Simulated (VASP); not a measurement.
# BeS (P-6m2) in VASP: single point with PBE

Aim: the single point of BeS with PBE.

All numbers are computed with VASP 6.6.1; they aren't measurements. Logs are shortened: lines on timing, memory, paths and dates and some standing lists are left out, and cuts for length are marked.

## (1) The cell of the first run

It takes space group P-6m2 (No. 187, hexagonal). The conventional cell has a = 3.243 Å, b = 3.243 Å, c = 2.976 Å, α = 90.00°, β = 90.00°, γ = 120.00°. Be (site symmetry -6m2) has 6 S at 2.39 Å and 2 Be at 2.98 Å within 3.2 Å. Within 3.2 Å of S (site symmetry -6m2) lie 6 Be at 2.39 Å and 2 S at 2.98 Å.

## (2) Single point, PBE

INCAR reads:

```
  PREC = Accurate
  ENCUT = 600
  EDIFF = 1E-6
  ISMEAR = 0
  SIGMA = 0.15
  LREAL = False
  LASPH = True
  NELM = 120
  ALGO = Normal
  ISIF = 2
  LWAVE = False
  LCHARG = True
  GGA = PE
  LELF = True
  LVHAR = True
  NBANDS = 11
  GGA_COMPAT = False
```

KPOINTS reads:

```
Automatic mesh
0
Gamma
  5 5 3
```

POSCAR reads:

```
BeS
1.0
    3.2427903270      0.0000000030      0.0000000000
   -1.6213951661      2.8083388009      0.0000000000
    0.0000000000      0.0000000000      2.9764039304
Be S
1 1
Direct
    0.6666666667      0.3333333333      0.0000000000
    0.0000000000      0.0000000000      0.5000000000
```

Potentials or basis: VASP PAW PBE potentials, release 64 (Be, S).

The run is started by

```sh
$ cat potpaw_PBE.64/Be/POTCAR potpaw_PBE.64/S/POTCAR > POTCAR
$ mpirun -np 1 vasp_std > vasp.out
```

OUTCAR:

```text
PREC = Accurate
   ENCUT = 600
   EDIFF = 1E-6
   ISMEAR = 0
   LREAL = False
   LASPH = True
   NELM = 120
   ISIF = 2
   GGA = PE

 ion  position               nearest neighbor table
   1  0.667  0.333  0.000-   2 2.39   2 2.39   2 2.39   2 2.39   2 2.39   2 2.39
   2  0.000  0.000  0.500-   1 2.39   1 2.39   1 2.39   1 2.39   1 2.39   1 2.39

  LATTYP: Found a hexagonal cell.
 ALAT       =     3.2427903270
 C/A-ratio  =     0.9178527226

  Lattice vectors:

 A1 = (   3.2427903270,   0.0000000030,   0.0000000000)
 A2 = (  -1.6213951661,   2.8083388009,   0.0000000000)
 A3 = (   0.0000000000,   0.0000000000,   2.9764039304)

Analysis of symmetry for initial positions (statically):
=====================================================================
 Subroutine PRICEL returns:
 Original cell was already a primitive cell.

 Routine SETGRP: Setting up the symmetry group for a
 hexagonal supercell.

 Subroutine GETGRP returns: Found 12 space group operations
 (whereof 12 operations were pure point group operations)
 out of a pool of 24 trial point group operations.

The static configuration has the point symmetry D_3h.

Analysis of symmetry for dynamics (positions and initial velocities):
=====================================================================
 Subroutine PRICEL returns:
 Original cell was already a primitive cell.

 Routine SETGRP: Setting up the symmetry group for a
 hexagonal supercell.

 Subroutine GETGRP returns: Found 12 space group operations
 (whereof 12 operations were pure point group operations)
 out of a pool of 24 trial point group operations.

The dynamic configuration has the point symmetry D_3h.

 Subroutine INISYM returns: Found 12 space group operations
 (whereof 12 operations are pure point group operations),
 and found     1 'primitive' translations

----------------------------------------------------------------------------------------

                                     Primitive cell

  volume of cell :      27.1057

  direct lattice vectors                    reciprocal lattice vectors
     3.242790327  0.000000003  0.000000000     0.308376398  0.178041197  0.000000000
    -1.621395166  2.808338801  0.000000000    -0.000000000  0.356082393  0.000000000
     0.000000000  0.000000000  2.976403930     0.000000000  0.000000000  0.335975904

[... 73 lines left out ...]
   NFREE  =      0    steps in history (QN), initial steepest desc. (CG)
   ISIF   =      2    stress and relaxation
   ISYM   =      2    0-nonsym 1-usesym 2-fastsym
   POTIM  = 0.5000    time-step for ionic-motion
   TEBEG  =    0.0;   TEEND  =   0.0 temperature during run
   PSTRESS=    0.0 pullay stress
   NELECT =       8.0000    total number of electrons
   NUPDOWN=      -1.0000    fix difference up-down
   EMIN   =  10.00;   EMAX   =-10.00  energy-range for DOS
   EFERMI =   0.00;   METHOD = LEGACY
   ISMEAR =     0;   SIGMA  =   0.15  broadening in eV -4-tet -1-fermi 0-gaus
   EFERMI_NEDOS =   21; number of points for ismear=-14 and -15
   IALGO  =     38    algorithm
   IMIX   =      4    mixing-type and parameters
     AMIX     =   0.40;   BMIX     =  1.00
     AMIX_MAG =   1.60;   BMIX_MAG =  1.00
  volume/ion in A,a.u.               =      13.55        91.46
  Fermi-wavevector in a.u.,A,eV,Ry     =   1.089979  2.059761 16.164455  1.188054
  Thomas-Fermi vector in A             =   2.226194
   LORBIT       =      0    0 simple, 1 ext, 2 COOP (PROOUT), +10 PAW based schemes
   GGA     = PE    functional components
   LHFCALC =     F    Hartree Fock is set to
   AEXX    =    0.0000 exact exchange contribution
   IVDW    =     0    specifies the selected vdW correction
   LEPSILON=     F    determine dielectric tensor
   LRPA    =     F    only Hartree local field effects (RPA)
 non-spin polarized calculation
 Gauss-broadening in eV      SIGMA  =   0.15
  energy-cutoff  :      600.00
  volume of cell :       27.11
 maximum number of plane-waves:       924
 NGX is ok and might be reduce to    28
   NGX = 13   NGY = 13   NGZ = 11

 number of electron       8.0000000 magnetization

 Free energy of the ion-electron system (eV)
  ---------------------------------------------------
  ext. energy  EPLUGINS =         0.00000000
  ---------------------------------------------------
  free energy    TOTEN  =        -7.90962847 eV

  energy without entropy =       -7.90755295  energy(sigma->0) =       -7.90859071

 E-fermi :   7.0912     XC(G=0): -10.1967

 val. band max:        6.8812470304   @ k =   0.4000   0.2000   0.0000
 cond. band min:       7.3400431925   @ k =   0.4000   0.2000   0.3333
 fundamental gap:      0.4587961622
 Fermi energy:         7.0912419950

 k-point     1 :       0.0000    0.0000    0.0000
  band No.  band energies     occupation
      1      -8.7737      2.00000
      2       4.9590      2.00000
      3       5.3557      2.00000
      4       5.3557      2.00000
      5       9.2186      0.00000
      6      11.5586      0.00000
      7      11.5586      0.00000
      8      12.1689      0.00000
      9      17.5428      0.00000
     10      18.6609      0.00000
     11      22.5201      0.00000
[... 113 lines left out ...]
 k-point    10 :       0.4000    0.2000    0.3333
  band No.  band energies     occupation
      1      -5.5900      2.00000
      2       0.4664      2.00000
      3       1.8382      2.00000
      4       2.8994      2.00000
      5       7.3400      0.01899
      6       9.3554      0.00000
      7      13.0932      0.00000
      8      16.1181      0.00000
      9      18.6347      0.00000
     10      22.2795      0.00000
     11      22.8718      0.00000

------------------------ aborting loop because EDIFF is reached ----------------------------------------

  FORCE on cell =-STRESS in cart. coord.  units (eV):
  Direction    XX          YY          ZZ          XY          YZ          ZX
  --------------------------------------------------------------------------------------
  -------------------------------------------------------------------------------------
  Total        0.0382649      0.0382649     -0.0156523     -0.0000000     -0.0000000      0.0000000
  in kB        2.2617825      2.2617825     -0.9251870     -0.0000000     -0.0000000      0.0000000
  external PRESSURE =       1.1994594 kB  Pullay stress =       0.0000000 kB

 VOLUME and BASIS-vectors are now :
 -----------------------------------------------------------------------------
  energy-cutoff  :      600.00
  volume of cell :       27.11
      direct lattice vectors                 reciprocal lattice vectors
     3.242790327  0.000000003  0.000000000     0.308376398  0.178041197  0.000000000
    -1.621395166  2.808338801  0.000000000    -0.000000000  0.356082393  0.000000000
     0.000000000  0.000000000  2.976403930     0.000000000  0.000000000  0.335975904

 POSITION                                       TOTAL-FORCE (eV/Angst)
 -----------------------------------------------------------------------------------
      1.62140      0.93611      0.00000        -0.000000      0.000000      0.000000
      0.00000      0.00000      1.48820         0.000000     -0.000000      0.000000
 -----------------------------------------------------------------------------------
    total drift:                                0.000000     -0.000000     -0.000000

  FREE ENERGIE OF THE ION-ELECTRON SYSTEM (eV)
  ---------------------------------------------------
  free  energy   TOTEN  =        -7.9096284696 eV

  energy  without entropy=       -7.9075529512  energy(sigma->0) =       -7.90859071
```

OSZICAR:

```text
N       E                     dE             d eps       ncg     rms          rms(c)
DAV:   1     0.230646902297E+02    0.23065E+02   -0.41242E+03   220   0.706E+02
DAV:   2    -0.645887579543E+01   -0.29524E+02   -0.27938E+02   285   0.117E+02
DAV:   3    -0.810539290605E+01   -0.16465E+01   -0.16398E+01   279   0.268E+01
DAV:   4    -0.811580934083E+01   -0.10416E-01   -0.10415E-01   280   0.266E+00
DAV:   5    -0.811590056812E+01   -0.91227E-04   -0.91223E-04   300   0.226E-01    0.609E+00
DAV:   6    -0.792210028721E+01    0.19380E+00   -0.44789E-01   278   0.269E+00    0.419E+00
DAV:   7    -0.790914928135E+01    0.12951E-01   -0.11565E-01   331   0.159E+00    0.208E+00
DAV:   8    -0.791010914771E+01   -0.95987E-03   -0.16474E-02   280   0.588E-01    0.526E-01
DAV:   9    -0.790957233476E+01    0.53681E-03   -0.22196E-03   258   0.212E-01    0.458E-02
DAV:  10    -0.790962413725E+01   -0.51802E-04   -0.81294E-05   265   0.586E-02    0.148E-02
DAV:  11    -0.790962807916E+01   -0.39419E-05   -0.66435E-06   249   0.161E-02    0.491E-03
DAV:  12    -0.790962846959E+01   -0.39043E-06   -0.23110E-07   173   0.338E-03
   1 F= -.79096285E+01 E0= -.79085907E+01  d E =-.207552E-02
```

It took 6.7 s on 1 thread of Intel Xeon Platinum 8259CL at 2.50GHz (Skylake/Cascade Lake), shared host; peak memory 0.14 GiB.

What came out:

| Quantity | Value |
| --- | --- |
| Free energy | -7.9096 eV |
| Pressure | 0.1 GPa |
| Band gap on the k mesh | 0.46 eV, indirect (least direct gap 2.49 eV) |

Levels at points of the mesh, in eV from the valence-band top:
```tsv
k point	band 1	band 2	band 3	band 4	band 5	band 6	band 7	band 8	band 9
(0.00, 0.00, 0.00)	-15.65	-1.92	-1.53	-1.53	2.34	4.68	4.68	5.29	10.66
```

Caveat: the k points lie up to 0.70 Å⁻¹ apart. A k mesh can miss the band edges.
